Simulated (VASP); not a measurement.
# Cl in VASP: further runs

The runs below take Cl through single point, with r2SCAN+D3(BJ).

Everything below comes from runs of VASP 6.6.1. Logs are shortened: lines on timing, memory, paths and dates and some standing lists are left out, and cuts for length are marked.

### Step 1. The cell of the first run

The cell holds an amorphous packing of atoms, 12 atoms: a = 7.663 Å, b = 7.663 Å, c = 7.663 Å, α = 90.00°, β = 90.00°, γ = 90.00°.

### Step 2. Single point, r2SCAN+D3(BJ)

POSCAR

```
Cl
1.0
    7.6630940000      0.0000000000      0.0000000000
    0.0000000000      7.6630940000      0.0000000000
    0.0000000000      0.0000000000      7.6630940000
Cl
12
Direct
    0.7122188505      0.0764182196      0.7628772399
    0.7634253214      0.3083349885      0.6517863411
    0.3784241718      0.3236682207      1.0274309567
    0.2597253799      0.2623613908      0.8004208222
    0.5435141472      0.8732504130      0.4118571428
    0.5756552119      0.7057723682      0.2115986049
    0.0194046948      1.0667492791      0.2311076962
    0.0626117858      0.7936481009      0.2132950477
    0.0819381832      0.7786672067      0.8445674815
    0.0727773925      0.7682797575      0.5586646856
    0.8378469584      0.4273339202      0.0126450230
    0.9738755651      0.4275949114      0.2404642302
```

INCAR.step1

```
PREC     = Accurate       # precision mode
ENCUT    = 520            # plane-wave cutoff, eV
ISMEAR   = -1             # smearing method
SIGMA    = 0.02           # smearing width, eV
LREAL    = False          # projectors in reciprocal space
LASPH    = True           # aspherical terms in the spheres
NELM     = 100            # most SCF steps
NBANDS   = 54             # bands
GGA      = PE             # functional
ALGO     = Normal         # electronic algorithm
EDIFF    = 1E-4           # SCF threshold, eV
LWAVE    = True           # write WAVECAR
LCHARG   = False          # write CHGCAR
```

INCAR.step2

```
PREC     = Accurate       # precision mode
ENCUT    = 520            # plane-wave cutoff, eV
EDIFF    = 1E-6           # SCF threshold, eV
ISMEAR   = -1             # smearing method
SIGMA    = 0.02           # smearing width, eV
LREAL    = False          # projectors in reciprocal space
LASPH    = True           # aspherical terms in the spheres
NELM     = 100            # most SCF steps
ALGO     = Normal         # electronic algorithm
ISIF     = 2              # what is computed and relaxed
LWAVE    = False          # write WAVECAR
LCHARG   = True           # write CHGCAR
METAGGA  = R2SCAN         # meta-GGA
LMIXTAU  = True         
IVDW     = 12             # dispersion correction
VDW_S6   = 1.0          
VDW_S8   = 0.78981345   
VDW_A1   = 0.49484001   
VDW_A2   = 5.73083694   
LELF     = True           # ELF
LVHAR    = True         
NBANDS   = 54             # bands
ISTART   = 1
```

KPOINTS

```
Automatic mesh
0
Gamma
  1 1 1
```

Potentials or basis: VASP PAW PBE potentials, release 64 (Cl).

Launch:

```bash
> cat potpaw_PBE.64/Cl/POTCAR > POTCAR
> cp INCAR.step1 INCAR
> mpirun -np 1 vasp_gam > vasp.out
> cp INCAR.step2 INCAR
> mpirun -np 1 vasp_gam > vasp.out
```

OUTCAR:

```text
PREC = Accurate
   ENCUT = 520
   EDIFF = 1E-6
   ISMEAR = -1
   LREAL = False
   LASPH = True
   NELM = 100
   ISIF = 2
   METAGGA = R2SCAN
   IVDW = 12
   ISTART = 1
 IVDW          = 12

 ion  position               nearest neighbor table
   1  0.712  0.076  0.763-   2 2.01
   2  0.763  0.308  0.652-   1 2.01
   3  0.378  0.324  0.027-   4 2.02
   4  0.260  0.262  0.800-   3 2.02
   5  0.544  0.873  0.412-   6 2.02
   6  0.576  0.706  0.212-   5 2.02
   7  0.019  0.067  0.231-   8 2.12
   8  0.063  0.794  0.213-   7 2.12  10 2.65
   9  0.082  0.779  0.845-  10 2.19
  10  0.073  0.768  0.559-   9 2.19   8 2.65
  11  0.838  0.427  0.013-  12 2.03
  12  0.974  0.428  0.240-  11 2.03

  LATTYP: Found a simple cubic cell.
 ALAT       =     7.6630940000

  Lattice vectors:

 A1 = (   7.6630940000,   0.0000000000,   0.0000000000)
 A2 = (   0.0000000000,   7.6630940000,   0.0000000000)
 A3 = (   0.0000000000,   0.0000000000,   7.6630940000)

Analysis of symmetry for initial positions (statically):
=====================================================================
 Subroutine PRICEL returns:
 Original cell was already a primitive cell.

 Routine SETGRP: Setting up the symmetry group for a
 simple cubic supercell.

 Subroutine GETGRP returns: Found  1 space group operations
 (whereof  1 operations were pure point group operations)
 out of a pool of 48 trial point group operations.

The static configuration has the point symmetry C_1 .

Analysis of symmetry for dynamics (positions and initial velocities):
=====================================================================
 Subroutine PRICEL returns:
 Original cell was already a primitive cell.

 Routine SETGRP: Setting up the symmetry group for a
 simple cubic supercell.

 Subroutine GETGRP returns: Found  1 space group operations
 (whereof  1 operations were pure point group operations)
 out of a pool of 48 trial point group operations.

The dynamic configuration has the point symmetry C_1 .

 Subroutine INISYM returns: Found  1 space group operations
 (whereof  1 operations are pure point group operations),
 and found     1 'primitive' translations

----------------------------------------------------------------------------------------

                                     Primitive cell

  volume of cell :     449.9999

  direct lattice vectors                    reciprocal lattice vectors
     7.663094000  0.000000000  0.000000000     0.130495594  0.000000000  0.000000000
     0.000000000  7.663094000  0.000000000     0.000000000  0.130495594  0.000000000
     0.000000000  0.000000000  7.663094000     0.000000000  0.000000000  0.130495594

  length of vectors
     7.663094000  7.663094000  7.663094000     0.130495594  0.130495594  0.130495594

  position of ions in fractional coordinates (direct lattice)
     0.712218851  0.076418220  0.762877240
     0.763425321  0.308334989  0.651786341
     0.378424172  0.323668221  0.027430957
     0.259725380  0.262361391  0.800420822
     0.543514147  0.873250413  0.411857143
     0.575655212  0.705772368  0.211598605
     0.019404695  0.066749279  0.231107696
     0.062611786  0.793648101  0.213295048
     0.081938183  0.778667207  0.844567482
     0.072777393  0.768279757  0.558664686
     0.837846958  0.427333920  0.012645023
     0.973875565  0.427594911  0.240464230

  ion indices of the primitive-cell ions
   primitive index   ion index
                 1           1
                 2           2
                 3           3
                 4           4
                 5           5
                 6           6
                 7           7
                 8           8
                 9           9
                10          10
                11          11
                12          12

----------------------------------------------------------------------------------------

 KPOINTS: Automatic mesh

Automatic generation of k-mesh.
 Grid dimensions read from file:
 generate k-points for:    1    1    1

 Generating k-lattice:

  Cartesian coordinates                     Fractional coordinates (reciprocal lattice)
     0.130495594  0.000000000  0.000000000     1.000000000  0.000000000  0.000000000
     0.000000000  0.130495594  0.000000000     0.000000000  1.000000000  0.000000000
     0.000000000  0.000000000  0.130495594     0.000000000  0.000000000  1.000000000

  Length of vectors
     0.130495594  0.130495594  0.130495594

  Shift w.r.t. Gamma in fractional coordinates (k-lattice)
     0.000000000  0.000000000  0.000000000

 Subroutine IBZKPT returns following result:
 ===========================================

 Found      1 irreducible k-points:

 Following reciprocal coordinates:
            Coordinates               Weight
  0.000000  0.000000  0.000000      1.000000
   k-points           NKPTS =      1   k-points in BZ     NKDIM =      1   number of bands    NBANDS=     54
   number of dos      NEDOS =    301   number of ions     NIONS =     12
   total plane-waves  NPLWV = 216000
   dimension x,y,z NGX =    60 NGY =   60 NGZ =   60
   dimension x,y,z NGXF=   120 NGYF=  120 NGZF=  120
   ions per type =              12
   NGX,Y,Z   is equivalent  to a cutoff of  13.02, 13.02, 13.02 a.u.
   NGXF,Y,Z  is equivalent  to a cutoff of  26.03, 26.03, 26.03 a.u.
 SYSTEM =  unknown system
   PREC   = accura    normal or accurate (medium, high low for compatibility)
   ISTART =      1    job   : 0-new  1-cont  2-samecut
   ICHARG =      0    charge: 1-file 2-atom 10-const
   ISPIN  =      1    spin polarized calculation?
   LNONCOLLINEAR =      F non collinear calculations
   LSORBIT =      F    spin-orbit coupling
   LASPH  =      T    aspherical Exc in radial PAW
   ENCUT  =  520.0 eV  38.22 Ry    6.18 a.u.  14.25 14.25 14.25*2*pi/ulx,y,z
   NELM   =    100;   NELMIN=  2; NELMDL=  0     # of ELM steps
   EDIFF  = 0.1E-05   stopping-criterion for ELM
   LREAL  =      F    real-space projection
   EDIFFG = 0.1E-04   stopping-criterion for IOM
   NSW    =      0    number of steps for IOM
   IBRION =     -1    ionic relax: 0-MD 1-quasi-New 2-CG
   NFREE  =      0    steps in history (QN), initial steepest desc. (CG)
   ISIF   =      2    stress and relaxation
   ISYM   =      2    0-nonsym 1-usesym 2-fastsym
   POTIM  = 0.5000    time-step for ionic-motion
   TEBEG  =    0.0;   TEEND  =   0.0 temperature during run
   PSTRESS=    0.0 pullay stress
   NELECT =      84.0000    total number of electrons
   NUPDOWN=      -1.0000    fix difference up-down
   EMIN   =  10.00;   EMAX   =-10.00  energy-range for DOS
   EFERMI =   0.00;   METHOD = LEGACY
   ISMEAR =    -1;   SIGMA  =   0.02  broadening in eV -4-tet -1-fermi 0-gaus
   EFERMI_NEDOS =   21; number of points for ismear=-14 and -15
   IALGO  =     38    algorithm
   IMIX   =      4    mixing-type and parameters
     AMIX     =   0.40;   BMIX     =  1.00
     AMIX_MAG =   1.60;   BMIX_MAG =  1.00
  volume/ion in A,a.u.               =      37.50       253.06
  Fermi-wavevector in a.u.,A,eV,Ry     =   0.935615  1.768056 11.910202  0.875375
  Thomas-Fermi vector in A             =   2.062540
   LORBIT       =      0    0 simple, 1 ext, 2 COOP (PROOUT), +10 PAW based schemes
   METAGGA = R2SCAN    functional components
   LHFCALC =     F    Hartree Fock is set to
   AEXX    =    0.0000 exact exchange contribution
   IVDW    =    12    specifies the selected vdW correction
   LEPSILON=     F    determine dielectric tensor
   LRPA    =     F    only Hartree local field effects (RPA)
 non-spin polarized calculation
  energy-cutoff  :      520.00
  volume of cell :      450.00
 maximum number of plane-waves:      6075
 NGX is ok and might be reduce to    60
   NGX = 29   NGY = 29   NGZ = 29

 number of electron      83.9999993 magnetization

 Free energy of the ion-electron system (eV)
  ---------------------------------------------------
  ext. energy  EPLUGINS =         0.00000000
  ---------------------------------------------------
  free energy    TOTEN  =       -73.91667225 eV

  energy without entropy =      -73.91667225  energy(sigma->0) =      -73.91667225

 E-fermi :  -1.8212     XC(G=0):  -6.7719

 val. band max:       -2.3138287134   @ k =   0.0000   0.0000   0.0000
 cond. band min:      -0.0894326295   @ k =   0.0000   0.0000   0.0000
 fundamental gap:      2.2243960838
 Fermi energy:        -1.8211580611

 k-point     1 :       0.0000    0.0000    0.0000
  band No.  band energies     occupation
      1     -20.2324      2.00000
      2     -19.8782      2.00000
      3     -19.4193      2.00000
      4     -19.3785      2.00000
      5     -19.2032      2.00000
      6     -17.7219      2.00000
[... 46 lines left out ...]
     53       6.8032      0.00000
     54       6.9986      0.00000

------------------------ aborting loop because EDIFF is reached ----------------------------------------

 Edisp (eV)   -0.67958

 E8    (eV) :    -0.1700

  FORCE on cell =-STRESS in cart. coord.  units (eV):
  Direction    XX          YY          ZZ          XY          YZ          ZX
  --------------------------------------------------------------------------------------
  -------------------------------------------------------------------------------------
  Total      -0.99068    -5.55737    -9.20910    -0.08362    -0.49112    -0.71146
  in kB      -3.52722   -19.78644   -32.78801    -0.29774    -1.74858    -2.53308
  external pressure =      -18.70 kB  Pullay stress =        0.00 kB

 VOLUME and BASIS-vectors are now :
 -----------------------------------------------------------------------------
  energy-cutoff  :      520.00
  volume of cell :      450.00
      direct lattice vectors                 reciprocal lattice vectors
     7.663094000  0.000000000  0.000000000     0.130495594  0.000000000  0.000000000
     0.000000000  7.663094000  0.000000000     0.000000000  0.130495594  0.000000000
     0.000000000  0.000000000  7.663094000     0.000000000  0.000000000  0.130495594

 POSITION                                       TOTAL-FORCE (eV/Angst)
 -----------------------------------------------------------------------------------
      5.45780      0.58560      5.84600         0.111555      0.457353     -0.311550
      5.85020      2.36280      4.99470        -0.127818     -0.435024      0.241442
      2.89990      2.48030      0.21021        -0.224618     -0.109273     -0.678319
      1.99030      2.01050      6.13370         0.273181      0.145946      0.655475
      4.16500      6.69180      3.15610         0.084934     -0.320154     -0.417472
      4.41130      5.40840      1.62150        -0.088741      0.329688      0.406238
      0.14870      0.51151      1.77100         0.098845     -0.187003     -0.036701
      0.47980      6.08180      1.63450        -0.400114      0.282153     -0.042606
      0.62790      5.96700      6.47200        -0.142394     -0.021062     -0.329804
      0.55770      5.88740      4.28110        -0.006260      0.072182      0.663364
      6.42050      3.27470      0.09690         0.379766     -0.073562      0.481110
      7.46290      3.27670      1.84270         0.041664     -0.141246     -0.631179
 -----------------------------------------------------------------------------------
    total drift:                                0.000571     -0.002476      0.000525

  FREE ENERGIE OF THE ION-ELECTRON SYSTEM (eV)
  ---------------------------------------------------
  free  energy   TOTEN  =       -74.5962478503 eV

  energy  without entropy=      -74.5962478502  energy(sigma->0) =      -74.59624785
```

Run time: 2.8 min. Hardware: 1 thread of AMD EPYC 9R45 (Zen 5), shared host; peak memory 0.47 GiB.

What came out:

```yaml
Free_energy: -74.5962 eV
Pressure: -1.9 GPa
Largest_force: 0.725 eV/Å
Band_gap_on_the_k_mesh: 2.22 eV
Dispersion_energy_per_atom: -0.057 eV
```

Forces on the atoms (eV/Å):
```
Cl   0.112  0.457 -0.312
Cl  -0.128 -0.435  0.241
Cl  -0.225 -0.109 -0.678
Cl   0.273  0.146  0.655
Cl   0.085 -0.320 -0.417
Cl  -0.089  0.330  0.406
Cl   0.099 -0.187 -0.037
Cl  -0.400  0.282 -0.043
Cl  -0.142 -0.021 -0.330
Cl  -0.006  0.072  0.663
Cl   0.380 -0.074  0.481
Cl   0.042 -0.141 -0.631
```

Stress tensor (GPa, compression positive):
```
-0.35 -0.03 -0.25
-0.03 -1.98 -0.17
-0.25 -0.17 -3.28
```

Caveat: the k points lie up to 0.82 Å⁻¹ apart; the PAW data sets were made with another functional, which shifts forces and pressure a little.

### Step 3. Single point, r2SCAN+D3(BJ)

POSCAR

```
Cl
1.0
    7.6630940000      0.0000000000      0.0000000000
    0.0000000000      7.6630940000      0.0000000000
    0.0000000000      0.0000000000      7.6630940000
Cl
12
Direct
    0.7115402734      0.0833214365      0.7615983831
    0.7717639898      0.3105664631      0.6465534678
    0.3783328248      0.3257170015      1.0293883906
    0.2650104514      0.2549100925      0.8037745589
    0.5411260778      0.8715539702      0.4035706726
    0.5862253549      0.6963636359      0.2129427096
    0.0231499183      1.0651441833      0.2350617127
    0.0652347472      0.7917037165      0.2188802591
    0.0783495544      0.7735126308      0.8479995156
    0.0627292318      0.7723512200      0.5611702010
    0.8295735378      0.4346025248      0.0116271574
    0.9684077998      0.4323319014      0.2341351940
```

INCAR.step1

```
PREC = Accurate
ENCUT = 520
ISMEAR = -1
SIGMA = 0.02
LREAL = False
LASPH = True
NELM = 100
NBANDS = 54
GGA = PE
ALGO = Normal
EDIFF = 1E-4
LWAVE = True
LCHARG = False
```

INCAR.step2

```
PREC = Accurate
ENCUT = 520
EDIFF = 1E-6
ISMEAR = -1
SIGMA = 0.02
LREAL = False
LASPH = True
NELM = 100
ALGO = Normal
ISIF = 2
LWAVE = False
LCHARG = False
METAGGA = R2SCAN
LMIXTAU = True
IVDW = 12
VDW_S6 = 1.0
VDW_S8 = 0.78981345
VDW_A1 = 0.49484001
VDW_A2 = 5.73083694
NBANDS = 54
ISTART = 1
```

KPOINTS

```
regular mesh
0
Gamma
  1 1 1
```

Potentials or basis: VASP PAW PBE potentials, release 64 (Cl).

Launch:

```bash
> cat potpaw_PBE.64/Cl/POTCAR > POTCAR
> cp INCAR.step1 INCAR
> mpirun -np 1 vasp_gam > vasp.out
> cp INCAR.step2 INCAR
> mpirun -np 1 vasp_gam > vasp.out
```

Wall time 2.2 min (1 thread of AMD EPYC 9R45 (Zen 5), shared host); peak memory 0.45 GiB.

Results (log left out):

| Item | Value |
| --- | --- |
| Free energy | -74.5612 eV |
| Pressure | -1.7 GPa |
| Largest force | 0.773 eV/Å |
| Band gap on the k mesh | 2.36 eV |
| Dispersion energy per atom | -0.057 eV |

Forces in eV/Å, atoms in the order of the input:
```
Cl   0.138  0.363 -0.296
Cl  -0.149 -0.367  0.178
Cl  -0.159 -0.090 -0.538
Cl   0.157  0.137  0.521
Cl   0.062 -0.299 -0.338
Cl  -0.115  0.365  0.367
Cl   0.055 -0.146 -0.162
Cl  -0.528  0.414 -0.130
Cl  -0.164  0.143 -0.344
Cl   0.163 -0.108  0.748
Cl   0.290 -0.141  0.311
Cl   0.251 -0.269 -0.317
```

Stress tensor (GPa, compression positive):
```
-0.26  0.02 -0.16
 0.02 -1.82 -0.15
-0.16 -0.15 -2.98
```

Levels at points of the mesh, in eV from the valence-band top:
```tsv
k point	band 40	band 41	band 42	band 43	band 44	band 45
(0.00, 0.00, 0.00)	-0.18	0.00	0.00	2.36	2.58	2.80
```

Caveat: the k points lie up to 0.82 Å⁻¹ apart; the PAW data sets were made with another functional, which shifts forces and pressure a little.

### Step 4. Single point, r2SCAN+D3(BJ)

POSCAR

```
Cl
1.0
    7.6630940000      0.0000000000      0.0000000000
    0.0000000000      7.6630940000      0.0000000000
    0.0000000000      0.0000000000      7.6630940000
Cl
12
Direct
    0.7114097778      0.0907205366      0.7592625120
    0.7788890493      0.3115451801      0.6422601628
    0.3778630407      0.3274264938      1.0291534986
    0.2702563743      0.2484897092      0.8087855897
    0.5390772970      0.8690484548      0.3948535670
    0.5954905421      0.6890167340      0.2154482250
    0.0268037949      1.0635521370      0.2378673679
    0.0647910622      0.7914949236      0.2232779606
    0.0741606458      0.7695455648      0.8497612061
    0.0543122660      0.7755353125      0.5671468992
    0.8230357086      0.4405270247      0.0115488600
    0.9653542029      0.4351897549      0.2273624727
```

INCAR.step1

```
  PREC = Accurate
  ENCUT = 520
  ISMEAR = -1
  SIGMA = 0.02
  LREAL = F
  LASPH = T
  NELM = 100
  NBANDS = 54
  GGA = PE
  ALGO = Normal
  EDIFF = 1E-4
  LWAVE = T
  LCHARG = F
```

INCAR.step2

```
  PREC = Accurate
  ENCUT = 520
  EDIFF = 1E-6
  ISMEAR = -1
  SIGMA = 0.02
  LREAL = F
  LASPH = T
  NELM = 100
  ALGO = Normal
  ISIF = 2
  LWAVE = F
  LCHARG = F
  METAGGA = R2SCAN
  LMIXTAU = T
  IVDW = 12
  VDW_S6 = 1.0
  VDW_S8 = 0.78981345
  VDW_A1 = 0.49484001
  VDW_A2 = 5.73083694
  NBANDS = 54
  ISTART = 1
```

KPOINTS is that of step 3.

Launch:

```bash
> cat potpaw_PBE.64/Cl/POTCAR > POTCAR
> cp INCAR.step1 INCAR
> mpirun -np 1 vasp_gam > vasp.out
> cp INCAR.step2 INCAR
> mpirun -np 1 vasp_gam > vasp.out
```

It took 2.2 min on 1 thread of AMD EPYC 9R45 (Zen 5), shared host; peak memory 0.46 GiB.

It converged, with:

```
Free energy                : -74.5443 eV
Pressure                   : -1.1 GPa
Largest force              : 0.713 eV/Å
Band gap on the k mesh     : 2.52 eV
Dispersion energy per atom : -0.057 eV
```

Forces on the atoms (eV/Å):
```
Cl   0.067 -0.013 -0.118
Cl  -0.069 -0.018 -0.042
Cl   0.117  0.096  0.031
Cl  -0.161 -0.038 -0.048
Cl  -0.027 -0.063 -0.048
Cl  -0.098  0.202  0.121
Cl  -0.008 -0.031 -0.232
Cl  -0.543  0.365 -0.175
Cl  -0.151  0.267 -0.219
Cl   0.254 -0.233  0.624
Cl   0.096 -0.199  0.023
Cl   0.522 -0.336  0.084
```

Stress tensor (GPa, compression positive):
```
 0.01  0.09  0.03
 0.09 -1.22  0.01
 0.03  0.01 -1.95
```

Levels at points of the mesh, in eV from the valence-band top:
```tsv
k point	band 40	band 41	band 42	band 43	band 44	band 45
(0.00, 0.00, 0.00)	-0.13	-0.01	0.00	2.52	2.66	3.03
```

Caveat: the k points lie up to 0.82 Å⁻¹ apart; the PAW data sets were made with another functional, which shifts forces and pressure a little.
